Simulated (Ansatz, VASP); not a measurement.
# Fe in VASP and in Ansatz

INCAR

```
SYSTEM = Fe
PREC = Accurate
ENCUT = 520
EDIFF = 1E-6
ISMEAR = -1
SIGMA = 0.05
LREAL = .False.
LASPH = .True.
NELM = 150
ALGO = Normal
ISIF = 2
LWAVE = .False.
LCHARG = .False.
ISPIN = 2
MAGMOM = 3
LORBIT = 11
LMAXMIX = 4
GGA = PE
NBANDS = 14
```

KPOINTS

```
regular mesh
0
Gamma
  20 20 20
  0 0 0
```

The input POSCAR:

```
Fe
1.0
   -1.4610831316      1.4610831316      1.3958300000
    1.4610831316     -1.4610831316      1.3958300000
    1.4610831316      1.4610831316     -1.3958300000
Fe
1
Direct
    0.0000000000      0.0000000000      0.0000000000
```

Input for Ansatz:

```yaml
crystal:
  lattice:
    - [-1.4610831316, 1.4610831316, 1.39583]
    - [1.4610831316, -1.4610831316, 1.39583]
    - [1.4610831316, 1.4610831316, -1.39583]
  atoms:
    - { symbol: Fe, position: [0.0, 0.0, 0.0], spin: 3.0 }
magnetization:
  spin_polarized: true
kpoints:
  mp_grid: { grid: [20, 20, 20] }
scf:
  occupations: { method: fermi_dirac, width: 0.05 }
hamiltonian:
  xc: pbe
  pseudopotentials: { kind: all_electron, lapw: { basis_error: 0.00025 } }
output:
  forces: true
  stress: true
  eigenvalues: true
```

Change from the starting cell: z stretched by -3 % at fixed volume.

Alike in both runs: task single point; functional PBE; k mesh 20 × 20 × 20; occupations fermi-dirac, width 0.05 eV; collinear spin.

|  | VASP | Ansatz |
| --- | --- | --- |
| version | VASP 6.6.1 | Ansatz 0.2.0 |
| potentials or method | VASP PAW PBE potentials, release 64 (Fe), cutoff 520 eV | all-electron LAPW, scalar-relativistic |

```tsv
	VASP	Ansatz	Ansatz less VASP
pressure (GPa)	-8.1	-8.1	+0.04
traceless stress, the component that is largest in VASP (GPa)	3.49	3.70	+0.211
net moment per atom (μB)	2.28	2.25	-0.030
size of the moment on the site where the two differ most (μB)	2.29	2.31	+0.023
```

Site moments also hang on the region over which each program counts them. Ansatz ran all-electron here, and VASP with PAW potentials.
